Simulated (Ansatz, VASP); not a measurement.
## Ca4AlO: VASP beside Ansatz

The input INCAR:

```
SYSTEM = Ca4AlO
ALGO = Normal
EDIFF = 1E-6
ENCUT = 520
GGA = PE
ISIF = 2
ISMEAR = 0
LASPH = .TRUE.
LCHARG = .TRUE.
LELF = .TRUE.
LREAL = .FALSE.
LVHAR = .TRUE.
LWAVE = .FALSE.
NBANDS = 34
NELM = 100
PREC = Accurate
SIGMA = 0.1
```

KPOINTS

```
k-points
0
G
  3 3 4
  0 0 0
```

Contents of POSCAR:

```
Ca4AlO
1.0
    5.7836273100      0.0000000000      0.0000000000
   -2.8918136500      5.0087681800      0.0000000000
    0.0000000000      0.0000000000      4.3930206700
Ca Al O
4 1 1
Direct
    0.3333333300      0.6666666700      0.0000000000
    0.1676396500      0.3352793100      0.5000000000
    0.6647206900      0.8323603500      0.5000000000
    0.1676396500      0.8323603500      0.5000000000
    0.6666666700      0.3333333300      0.0000000000
    0.0000000000      0.0000000000      0.0000000000
```

Input for Ansatz:

```yaml
crystal:
  lattice:
    - [5.78362731, 0.0, 0.0]
    - [-2.89181365, 5.00876818, 0.0]
    - [0.0, 0.0, 4.39302067]
  atoms:
    - { symbol: Ca, position: [0.33333333, 0.66666667, 0.0] }
    - { symbol: Ca, position: [0.16763965, 0.33527931, 0.5] }
    - { symbol: Ca, position: [0.66472069, 0.83236035, 0.5] }
    - { symbol: Ca, position: [0.16763965, 0.83236035, 0.5] }
    - { symbol: Al, position: [0.66666667, 0.33333333, 0.0] }
    - { symbol: O, position: [0.0, 0.0, 0.0] }
basis:
  ecutwfc: 420
kpoints:
  mp_grid: { grid: [3, 3, 4] }
hamiltonian:
  xc: pbe
scf:
  occupations: { method: gaussian, width: 0.1 }
  lower_state_search: "off"
output:
  forces: true
  stress: true
  eigenvalues: true
```

Change from the starting cell: species swapped into the NdAlCu4 type (P-6m2, No. 187).

Alike in both runs: task single point; functional PBE; k mesh 3 × 3 × 4; occupations gaussian, width 0.1 eV; no spin polarisation.

```csv
,VASP,Ansatz
version,VASP 6.6.1,Ansatz 0.2.0
potentials or method,"VASP PAW PBE potentials, release 64 (Ca_sv, Al, O), cutoff 520 eV","scalar-relativistic, plane waves, PAW"
valence electrons in the cell,49,49
```

```csv
,VASP,Ansatz,Ansatz less VASP
gap on the k mesh at the Fermi level (eV),none,none,-
pressure (GPa),10.1,10.0,-0.18
"traceless stress, the component that is largest in VASP (GPa)",-7.80,-7.86,-0.062
rms of the force components (eV/Å),1.643,1.634,-0.0085
```

Atom by atom the forces differ by 0.009 eV/Å (rms over components). A gap of «none» marks a metal or a gap that the smearing closes.

The k mesh is coarse, so the values compare programs but aren't converged.
